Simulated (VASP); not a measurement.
# CaZr (P-6m2) in VASP: notebook, part 2 of 2

VASP 6.6.1. Earlier steps stand in the parts before.

### 3 Single point, PBE

This run uses another cell than the first one, of 28.30 Å³/atom.

INCAR

```
PREC     = Accurate       # precision mode
ENCUT    = 520            # plane-wave cutoff, eV
EDIFF    = 1E-6           # SCF threshold, eV
ISMEAR   = 0              # smearing method
SIGMA    = 0.1            # smearing width, eV
LREAL    = F              # projectors in reciprocal space
LASPH    = T              # aspherical terms in the spheres
NELM     = 80             # most SCF steps
ALGO     = Fast           # electronic algorithm
ISIF     = 2              # what is computed and relaxed
LWAVE    = F              # write WAVECAR
LCHARG   = F              # write CHGCAR
GGA      = PE             # functional
NBANDS   = 18             # bands
```

KPOINTS

```
Automatic mesh
0
Gamma
  18 18 10
```

POSCAR

```
CaZr
1.0
    3.3170032506      0.0000000000      0.0000000000
   -1.6585016253      2.8726090795      0.0000000000
    0.0000000000      0.0000000000      5.9402186631
Ca Zr
1 1
Direct
    0.6666666667      0.3333333333      0.0000000000
    0.0000000000      0.0000000000      0.5000000000
```

Potentials or basis: VASP PAW PBE potentials, release 64 (Ca_sv, Zr_sv).

Run with:

```
cat potpaw_PBE.64/Ca_sv/POTCAR potpaw_PBE.64/Zr_sv/POTCAR > POTCAR
mpirun -np 1 vasp_std > vasp.out
```

OUTCAR:

```text
PREC = Accurate
   ENCUT = 520
   EDIFF = 1E-6
   ISMEAR = 0
   LREAL = F
   LASPH = T
   NELM = 80
   ISIF = 2
   GGA = PE

 ion  position               nearest neighbor table
   1  0.667  0.333  0.000-   2 3.53   2 3.53   2 3.53   2 3.53   2 3.53   2 3.53
   2  0.000  0.000  0.500-   1 3.53   1 3.53   1 3.53   1 3.53   1 3.53   1 3.53

  LATTYP: Found a hexagonal cell.
 ALAT       =     3.3170032506
 C/A-ratio  =     1.7908389635

  Lattice vectors:

 A1 = (   3.3170032506,   0.0000000000,   0.0000000000)
 A2 = (  -1.6585016253,   2.8726090795,   0.0000000000)
 A3 = (   0.0000000000,   0.0000000000,   5.9402186631)

Analysis of symmetry for initial positions (statically):
=====================================================================
 Subroutine PRICEL returns:
 Original cell was already a primitive cell.

 Routine SETGRP: Setting up the symmetry group for a
 hexagonal supercell.

 Subroutine GETGRP returns: Found 12 space group operations
 (whereof 12 operations were pure point group operations)
 out of a pool of 24 trial point group operations.

The static configuration has the point symmetry D_3h.

Analysis of symmetry for dynamics (positions and initial velocities):
=====================================================================
 Subroutine PRICEL returns:
 Original cell was already a primitive cell.

 Routine SETGRP: Setting up the symmetry group for a
 hexagonal supercell.

 Subroutine GETGRP returns: Found 12 space group operations
 (whereof 12 operations were pure point group operations)
 out of a pool of 24 trial point group operations.

The dynamic configuration has the point symmetry D_3h.

 Subroutine INISYM returns: Found 12 space group operations
 (whereof 12 operations are pure point group operations),
 and found     1 'primitive' translations

----------------------------------------------------------------------------------------

                                     Primitive cell

  volume of cell :      56.6011

  direct lattice vectors                    reciprocal lattice vectors
     3.317003251  0.000000000  0.000000000     0.301476943  0.174057794  0.000000000
    -1.658501625  2.872609080  0.000000000     0.000000000  0.348115588  0.000000000
     0.000000000  0.000000000  5.940218663     0.000000000  0.000000000  0.168343971

  length of vectors
     3.317003251  3.317003251  5.940218663     0.348115588  0.348115588  0.168343971

  position of ions in fractional coordinates (direct lattice)
     0.666666667  0.333333333  0.000000000
     0.000000000  0.000000000  0.500000000

  ion indices of the primitive-cell ions
   primitive index   ion index
                 1           1
                 2           2

----------------------------------------------------------------------------------------

 KPOINTS: Automatic mesh

Automatic generation of k-mesh.
 Grid dimensions read from file:
 generate k-points for:   18   18   10

 Generating k-lattice:

  Cartesian coordinates                     Fractional coordinates (reciprocal lattice)
     0.016748719  0.009669877  0.000000000     0.055555556 -0.000000000  0.000000000
     0.000000000  0.019339755  0.000000000     0.000000000  0.055555556  0.000000000
     0.000000000  0.000000000  0.016834397     0.000000000  0.000000000  0.100000000

  Length of vectors
     0.019339755  0.019339755  0.016834397

  Shift w.r.t. Gamma in fractional coordinates (k-lattice)
     0.000000000  0.000000000  0.000000000

 Subroutine IBZKPT returns following result:
 ===========================================

 Found    222 irreducible k-points:

 Following reciprocal coordinates:
            Coordinates               Weight
  0.000000  0.000000  0.000000      1.000000
  0.055556  0.000000  0.000000      6.000000
  0.111111  0.000000  0.000000      6.000000
  0.166667  0.000000  0.000000      6.000000
  0.222222  0.000000  0.000000      6.000000
  0.277778  0.000000  0.000000      6.000000
[... 16 lines left out ...]
  0.333333  0.111111  0.000000     12.000000
  0.388889  0.111111  0.000000     12.000000
 [... further k-points ...]
   k-points           NKPTS =    222   k-points in BZ     NKDIM =    222   number of bands    NBANDS=     18
   number of dos      NEDOS =    301   number of ions     NIONS =      2
   total plane-waves  NPLWV =  37632
   dimension x,y,z NGX =    28 NGY =   28 NGZ =   48
   dimension x,y,z NGXF=    56 NGYF=   56 NGZF=   96
   ions per type =               1   1
   NGX,Y,Z   is equivalent  to a cutoff of  14.03, 14.03, 13.43 a.u.
   NGXF,Y,Z  is equivalent  to a cutoff of  28.07, 28.07, 26.87 a.u.
 SYSTEM =  unknown system
   PREC   = accura    normal or accurate (medium, high low for compatibility)
   ISTART =      0    job   : 0-new  1-cont  2-samecut
   ICHARG =      2    charge: 1-file 2-atom 10-const
   ISPIN  =      1    spin polarized calculation?
   LNONCOLLINEAR =      F non collinear calculations
   LSORBIT =      F    spin-orbit coupling
   LASPH  =      T    aspherical Exc in radial PAW
   ENCUT  =  520.0 eV  38.22 Ry    6.18 a.u.   6.17  6.17 11.04*2*pi/ulx,y,z
   NELM   =     80;   NELMIN=  2; NELMDL= -5     # of ELM steps
   EDIFF  = 0.1E-05   stopping-criterion for ELM
   LREAL  =      F    real-space projection
   EDIFFG = 0.1E-04   stopping-criterion for IOM
   NSW    =      0    number of steps for IOM
   IBRION =     -1    ionic relax: 0-MD 1-quasi-New 2-CG
   NFREE  =      0    steps in history (QN), initial steepest desc. (CG)
   ISIF   =      2    stress and relaxation
   ISYM   =      2    0-nonsym 1-usesym 2-fastsym
   POTIM  = 0.5000    time-step for ionic-motion
   TEBEG  =    0.0;   TEEND  =   0.0 temperature during run
   PSTRESS=    0.0 pullay stress
   NELECT =      22.0000    total number of electrons
   NUPDOWN=      -1.0000    fix difference up-down
   EMIN   =  10.00;   EMAX   =-10.00  energy-range for DOS
   EFERMI =   0.00;   METHOD = LEGACY
   ISMEAR =     0;   SIGMA  =   0.10  broadening in eV -4-tet -1-fermi 0-gaus
   EFERMI_NEDOS =   21; number of points for ismear=-14 and -15
   IALGO  =     68    algorithm
   IMIX   =      4    mixing-type and parameters
     AMIX     =   0.40;   BMIX     =  1.00
     AMIX_MAG =   1.60;   BMIX_MAG =  1.00
  volume/ion in A,a.u.               =      28.30       190.98
  Fermi-wavevector in a.u.,A,eV,Ry     =   1.194742  2.257735 19.421069  1.427408
  Thomas-Fermi vector in A             =   2.330725
   LORBIT       =      0    0 simple, 1 ext, 2 COOP (PROOUT), +10 PAW based schemes
   GGA     = PE    functional components
   LHFCALC =     F    Hartree Fock is set to
   AEXX    =    0.0000 exact exchange contribution
   IVDW    =     0    specifies the selected vdW correction
   LEPSILON=     F    determine dielectric tensor
   LRPA    =     F    only Hartree local field effects (RPA)
 non-spin polarized calculation
 RMM-DIIS sequential band-by-band and
 Gauss-broadening in eV      SIGMA  =   0.10
  energy-cutoff  :      520.00
  volume of cell :       56.60
 maximum number of plane-waves:      1540
 NGX is ok and might be reduce to    28
   NGX = 13   NGY = 13   NGZ = 23

 number of electron      22.0000000 magnetization

 Free energy of the ion-electron system (eV)
  ---------------------------------------------------
  ext. energy  EPLUGINS =         0.00000000
  ---------------------------------------------------
  free energy    TOTEN  =        -9.67255845 eV

  energy without entropy =       -9.66166058  energy(sigma->0) =       -9.66710952

 E-fermi :   5.1850     XC(G=0):  -9.6413

 val. band max:        5.1838990542   @ k =   0.2222   0.1667   0.1000
 cond. band min:       5.1922025030   @ k =   0.3889   0.2222   0.3000
 fundamental gap:      0.0083034487
 Fermi energy:         5.1850197985

 k-point     1 :       0.0000    0.0000    0.0000
  band No.  band energies     occupation
      1     -43.7409      2.00000
      2     -35.7582      2.00000
      3     -21.7922      2.00000
      4     -21.4466      2.00000
      5     -21.4466      2.00000
      6     -16.6830      2.00000
[... 10 lines left out ...]
     17       8.4751      0.00000
     18       8.4751      0.00000
[... 463 lines left out ...]
 k-point    24 :       0.3889    0.1111    0.0000
  band No.  band energies     occupation
      1     -43.6816      2.00000
      2     -35.6820      2.00000
      3     -21.9276      2.00000
      4     -21.7106      2.00000
      5     -21.6023      2.00000
      6     -17.0938      2.00000
[... 10 lines left out ...]
     17       9.9652      0.00000
     18      10.1450      0.00000

 [... further k-points ...]

------------------------ aborting loop because EDIFF is reached ----------------------------------------

  FORCE on cell =-STRESS in cart. coord.  units (eV):
  Direction    XX          YY          ZZ          XY          YZ          ZX
  --------------------------------------------------------------------------------------
  -------------------------------------------------------------------------------------
  Total       -0.0131871     -0.0131871     -0.0304610      0.0000000     -0.0000000      0.0000000
  in kB       -0.3732807     -0.3732807     -0.8622438      0.0000000     -0.0000000      0.0000000
  external PRESSURE =      -0.5362684 kB  Pullay stress =       0.0000000 kB

 VOLUME and BASIS-vectors are now :
 -----------------------------------------------------------------------------
  energy-cutoff  :      520.00
  volume of cell :       56.60
      direct lattice vectors                 reciprocal lattice vectors
     3.317003251  0.000000000  0.000000000     0.301476943  0.174057794  0.000000000
    -1.658501625  2.872609080  0.000000000     0.000000000  0.348115588  0.000000000
     0.000000000  0.000000000  5.940218663     0.000000000  0.000000000  0.168343971

 POSITION                                       TOTAL-FORCE (eV/Angst)
 -----------------------------------------------------------------------------------
      1.65850      0.95754      0.00000        -0.000000      0.000000      0.000000
      0.00000      0.00000      2.97011         0.000000      0.000000      0.000000
 -----------------------------------------------------------------------------------
    total drift:                               -0.000000      0.000000      0.000000

  FREE ENERGIE OF THE ION-ELECTRON SYSTEM (eV)
  ---------------------------------------------------
  free  energy   TOTEN  =        -9.6725584528 eV

  energy  without entropy=       -9.6616605828  energy(sigma->0) =       -9.66710952
```

Wall time 3.5 min (1 thread of Intel Xeon 6975P-C (Granite Rapids), shared host); peak memory 0.37 GiB.

What came out:

```
Free energy            : -9.6726 eV
Pressure               : -0.1 GPa
Band gap on the k mesh : zero (bands 11 and 12 overlap by 0.35 eV)
```

Levels at points of the mesh, in eV from the Fermi level:
| k point | band 7 | band 8 | band 9 | band 10 | band 11 | band 12 | band 13 | band 14 | band 15 | band 16 |
| --- | --- | --- | --- | --- | --- | --- | --- | --- | --- | --- |
| (0.00, 0.00, 0.00) | -21.77 | -21.77 | -4.75 | -2.02 | 0.15 | 1.29 | 1.29 | 1.51 | 3.07 | 3.07 |
| (0.50, 0.00, 0.00) | -21.90 | -21.79 | -1.83 | -1.02 | -0.70 | 0.26 | 1.39 | 2.00 | 2.02 | 5.04 |
| (0.00, 0.00, 0.50) | -21.77 | -21.77 | -3.83 | -3.13 | -0.20 | 1.25 | 1.25 | 1.55 | 2.68 | 2.68 |
| (0.50, 0.00, 0.50) | -21.90 | -21.79 | -1.84 | -1.51 | -0.15 | 0.50 | 1.41 | 1.91 | 2.39 | 4.25 |
